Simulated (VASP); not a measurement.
# Au (Fm-3m) in VASP: single point with LDA

Aim: the single point of Au with LDA.

Everything below comes from runs of VASP 6.6.1. Logs are shortened: lines on timing, memory, paths and dates and some standing lists are left out, and cuts for length are marked.

## 1. The cell of the first run

It takes space group Fm-3m (No. 225, cubic). The conventional cell has a = 4.118 Å, b = 4.118 Å, c = 4.118 Å, α = 90.00°, β = 90.00°, γ = 90.00°. Within 3.8 Å of Au (site symmetry m-3m) lie 12 Au at 2.91 Å.

## 2. Single point, LDA (volume scaled by 1.03)

INCAR reads:

```
ALGO = Fast ; EDIFF = 1E-6
ENCUT = 520 ; ISIF = 2
ISMEAR = 0 ; LASPH = T
LCHARG = F ; LREAL = F
LWAVE = F ; NBANDS = 12
NELM = 80 ; PREC = Accurate
SIGMA = 0.05
```

KPOINTS reads:

```
k-points
0
Gamma
  22 22 22
```

POSCAR reads:

```
Au
1.0
    0.0000000000      2.0591894318      2.0591894318
    2.0591894318      0.0000000000      2.0591894318
    2.0591894318      2.0591894318      0.0000000000
Au
1
Direct
    0.0000000000      0.0000000000      0.0000000000
```

Potentials or basis: VASP PAW LDA potentials, release 64 (Au).

Started as:

```
$ cat potpaw_LDA.64/Au/POTCAR > POTCAR
$ mpirun -np 1 vasp_std > vasp.out
```

OUTCAR:

```text
EDIFF = 1E-6
   ENCUT = 520
   ISIF = 2
   ISMEAR = 0
   LASPH = T
   LREAL = F
   NELM = 80
   PREC = Accurate

 ion  position               nearest neighbor table
   1  0.000  0.000  0.000-

  LATTYP: Found a face centered cubic cell.
 ALAT       =     4.1183788636

  Lattice vectors:

 A1 = (   0.0000000000,   2.0591894318,   2.0591894318)
 A2 = (   2.0591894318,   0.0000000000,   2.0591894318)
 A3 = (   2.0591894318,   2.0591894318,   0.0000000000)

Analysis of symmetry for initial positions (statically):
=====================================================================
 Subroutine PRICEL returns:
 Original cell was already a primitive cell.

 Routine SETGRP: Setting up the symmetry group for a
 face centered cubic supercell.

 Subroutine GETGRP returns: Found 48 space group operations
 (whereof 48 operations were pure point group operations)
 out of a pool of 48 trial point group operations.

The static configuration has the point symmetry O_h .

Analysis of symmetry for dynamics (positions and initial velocities):
=====================================================================
 Subroutine PRICEL returns:
 Original cell was already a primitive cell.

 Routine SETGRP: Setting up the symmetry group for a
 face centered cubic supercell.

 Subroutine GETGRP returns: Found 48 space group operations
 (whereof 48 operations were pure point group operations)
 out of a pool of 48 trial point group operations.

The dynamic configuration has the point symmetry O_h .

 Subroutine INISYM returns: Found 48 space group operations
 (whereof 48 operations are pure point group operations),
 and found     1 'primitive' translations

----------------------------------------------------------------------------------------

                                     Primitive cell

  volume of cell :      17.4630

  direct lattice vectors                    reciprocal lattice vectors
     0.000000000  2.059189432  2.059189432    -0.242813989  0.242813989  0.242813989
     2.059189432  0.000000000  2.059189432     0.242813989 -0.242813989  0.242813989
     2.059189432  2.059189432  0.000000000     0.242813989  0.242813989 -0.242813989

  length of vectors
     2.912133622  2.912133622  2.912133622     0.420566166  0.420566166  0.420566166

  position of ions in fractional coordinates (direct lattice)
     0.000000000  0.000000000  0.000000000

  ion indices of the primitive-cell ions
   primitive index   ion index
                 1           1

----------------------------------------------------------------------------------------

 KPOINTS: k-points

Automatic generation of k-mesh.
 Grid dimensions read from file:
 generate k-points for:   22   22   22

 Generating k-lattice:

  Cartesian coordinates                     Fractional coordinates (reciprocal lattice)
    -0.011036999  0.011036999  0.011036999     0.045454545  0.000000000  0.000000000
     0.011036999 -0.011036999  0.011036999     0.000000000  0.045454545  0.000000000
     0.011036999  0.011036999 -0.011036999     0.000000000  0.000000000  0.045454545

  Length of vectors
     0.019116644  0.019116644  0.019116644

  Shift w.r.t. Gamma in fractional coordinates (k-lattice)
     0.000000000  0.000000000  0.000000000

 Subroutine IBZKPT returns following result:
 ===========================================

 Found    328 irreducible k-points:

 Following reciprocal coordinates:
            Coordinates               Weight
  0.000000  0.000000  0.000000      1.000000
  0.045455  0.000000  0.000000      8.000000
  0.090909  0.000000  0.000000      8.000000
  0.136364  0.000000  0.000000      8.000000
  0.181818  0.000000  0.000000      8.000000
  0.227273  0.000000  0.000000      8.000000
[... 16 lines left out ...]
  0.500000  0.045455  0.000000     24.000000
 -0.454545  0.045455  0.000000     24.000000
 [... further k-points ...]
   k-points           NKPTS =    328   k-points in BZ     NKDIM =    328   number of bands    NBANDS=     12
   number of dos      NEDOS =    301   number of ions     NIONS =      1
   total plane-waves  NPLWV =  13824
   dimension x,y,z NGX =    24 NGY =   24 NGZ =   24
   dimension x,y,z NGXF=    48 NGYF=   48 NGZF=   48
   ions per type =               1
   NGX,Y,Z   is equivalent  to a cutoff of  13.70, 13.70, 13.70 a.u.
   NGXF,Y,Z  is equivalent  to a cutoff of  27.40, 27.40, 27.40 a.u.
 SYSTEM =  unknown system
   PREC   = accura    normal or accurate (medium, high low for compatibility)
   ISTART =      0    job   : 0-new  1-cont  2-samecut
   ICHARG =      2    charge: 1-file 2-atom 10-const
   ISPIN  =      1    spin polarized calculation?
   LNONCOLLINEAR =      F non collinear calculations
   LSORBIT =      F    spin-orbit coupling
   LASPH  =      T    aspherical Exc in radial PAW
   ENCUT  =  520.0 eV  38.22 Ry    6.18 a.u.   5.41  5.41  5.41*2*pi/ulx,y,z
   NELM   =     80;   NELMIN=  2; NELMDL= -5     # of ELM steps
   EDIFF  = 0.1E-05   stopping-criterion for ELM
   LREAL  =      F    real-space projection
   EDIFFG = 0.1E-04   stopping-criterion for IOM
   NSW    =      0    number of steps for IOM
   IBRION =     -1    ionic relax: 0-MD 1-quasi-New 2-CG
   NFREE  =      0    steps in history (QN), initial steepest desc. (CG)
   ISIF   =      2    stress and relaxation
   ISYM   =      2    0-nonsym 1-usesym 2-fastsym
   POTIM  = 0.5000    time-step for ionic-motion
   TEBEG  =    0.0;   TEEND  =   0.0 temperature during run
   PSTRESS=    0.0 pullay stress
   NELECT =      11.0000    total number of electrons
   NUPDOWN=      -1.0000    fix difference up-down
   EMIN   =  10.00;   EMAX   =-10.00  energy-range for DOS
   EFERMI =   0.00;   METHOD = LEGACY
   ISMEAR =     0;   SIGMA  =   0.05  broadening in eV -4-tet -1-fermi 0-gaus
   EFERMI_NEDOS =   21; number of points for ismear=-14 and -15
   IALGO  =     68    algorithm
   IMIX   =      4    mixing-type and parameters
     AMIX     =   0.40;   BMIX     =  1.00
     AMIX_MAG =   1.60;   BMIX_MAG =  1.00
  volume/ion in A,a.u.               =      17.46       117.85
  Fermi-wavevector in a.u.,A,eV,Ry     =   1.403350  2.651948 26.795206  1.969392
  Thomas-Fermi vector in A             =   2.526021
   LORBIT       =      0    0 simple, 1 ext, 2 COOP (PROOUT), +10 PAW based schemes
   GGA     = CA    functional components
   LHFCALC =     F    Hartree Fock is set to
   AEXX    =    0.0000 exact exchange contribution
   IVDW    =     0    specifies the selected vdW correction
   LEPSILON=     F    determine dielectric tensor
   LRPA    =     F    only Hartree local field effects (RPA)
 non-spin polarized calculation
 RMM-DIIS sequential band-by-band and
 Gauss-broadening in eV      SIGMA  =   0.05
  energy-cutoff  :      520.00
  volume of cell :       17.46
 maximum number of plane-waves:       495
 NGX is ok and might be reduce to    24
   NGX = 11   NGY = 11   NGZ = 11

 number of electron      11.0000001 magnetization

 Free energy of the ion-electron system (eV)
  ---------------------------------------------------
  ext. energy  EPLUGINS =         0.00000000
  ---------------------------------------------------
  free energy    TOTEN  =        -4.42346768 eV

  energy without entropy =       -4.42311320  energy(sigma->0) =       -4.42329044

 E-fermi :   8.8303     XC(G=0): -12.8420

 val. band max:        8.8179329587   @ k =   0.5000   0.2273   0.0909
 cond. band min:       8.8463592200   @ k =   0.5000   0.0909   0.0000
 fundamental gap:      0.0284262612
 Fermi energy:         8.8302696898

 k-point     1 :       0.0000    0.0000    0.0000
  band No.  band energies     occupation
      1      -0.7822      2.00000
      2       4.2981      2.00000
      3       4.2981      2.00000
      4       4.2981      2.00000
      5       5.7724      2.00000
      6       5.7724      2.00000
      7      23.3965      0.00000
      8      27.2074      0.00000
      9      27.2074      0.00000
     10      27.2074      0.00000
     11      32.1605      0.00000
     12      36.4669      0.00000

 k-point     2 :       0.0455    0.0000    0.0000
  band No.  band energies     occupation
      1      -0.7113      2.00000
      2       4.2749      2.00000
      3       4.3226      2.00000
      4       4.3226      2.00000
      5       5.7610      2.00000
      6       5.7610      2.00000
      7      23.4799      0.00000
      8      26.7184      0.00000
      9      27.2894      0.00000
     10      27.2894      0.00000
     11      32.5841      0.00000
     12      35.4141      0.00000

 k-point     3 :       0.0909    0.0000    0.0000
  band No.  band energies     occupation
      1      -0.5024      2.00000
      2       4.2126      2.00000
      3       4.3900      2.00000
      4       4.3900      2.00000
      5       5.7341      2.00000
      6       5.7341      2.00000
      7      23.6924      0.00000
      8      25.6083      0.00000
      9      27.5255      0.00000
     10      27.5255      0.00000
     11      32.7714      0.00000
     12      34.8336      0.00000
[... 286 lines left out ...]
 k-point    23 :       0.5000    0.0455    0.0000
  band No.  band energies     occupation
      1       1.7972      2.00000
      2       4.2360      2.00000
      3       4.3123      2.00000
      4       6.5632      2.00000
      5       6.9317      2.00000
      6       8.3188      2.00000
      7      11.8664      0.00000
      8      22.9119      0.00000
      9      25.4646      0.00000
     10      25.5547      0.00000
     11      33.4230      0.00000
     12      33.5266      0.00000

 k-point    24 :      -0.4545    0.0455    0.0000
  band No.  band energies     occupation
      1       1.7975      2.00000
      2       4.2466      2.00000
      3       4.3121      2.00000
      4       6.5635      2.00000
      5       6.8654      2.00000
      6       8.1678      2.00000
      7      12.0926      0.00000
      8      22.9317      0.00000
      9      25.3271      0.00000
     10      25.7944      0.00000
     11      33.3548      0.00000
     12      33.4577      0.00000

 [... further k-points ...]

------------------------ aborting loop because EDIFF is reached ----------------------------------------

  FORCE on cell =-STRESS in cart. coord.  units (eV):
  Direction    XX          YY          ZZ          XY          YZ          ZX
  --------------------------------------------------------------------------------------
  -------------------------------------------------------------------------------------
  Total       -0.8911626     -0.8911626     -0.8911626      0.0000000     -0.0000000      0.0000000
  in kB      -81.7614554    -81.7614554    -81.7614554      0.0000000     -0.0000000      0.0000000
  external PRESSURE =     -81.7614554 kB  Pullay stress =       0.0000000 kB

 VOLUME and BASIS-vectors are now :
 -----------------------------------------------------------------------------
  energy-cutoff  :      520.00
  volume of cell :       17.46
      direct lattice vectors                 reciprocal lattice vectors
     0.000000000  2.059189432  2.059189432    -0.242813989  0.242813989  0.242813989
     2.059189432  0.000000000  2.059189432     0.242813989 -0.242813989  0.242813989
     2.059189432  2.059189432  0.000000000     0.242813989  0.242813989 -0.242813989

 POSITION                                       TOTAL-FORCE (eV/Angst)
 -----------------------------------------------------------------------------------
      0.00000      0.00000      0.00000         0.000000      0.000000      0.000000
 -----------------------------------------------------------------------------------
    total drift:                               -0.000000      0.000000     -0.000000

  FREE ENERGIE OF THE ION-ELECTRON SYSTEM (eV)
  ---------------------------------------------------
  free  energy   TOTEN  =        -4.4234676798 eV

  energy  without entropy=       -4.4231131973  energy(sigma->0) =       -4.42329044
```

Wall time 19 s (1 thread of Intel Xeon 6975P-C (Granite Rapids), shared host); peak memory 0.18 GiB.

Results:

* Free energy: -4.4235 eV
* Pressure: -8.2 GPa

Caveat: spin-orbit coupling is left out, which moves the levels of the heavy elements.
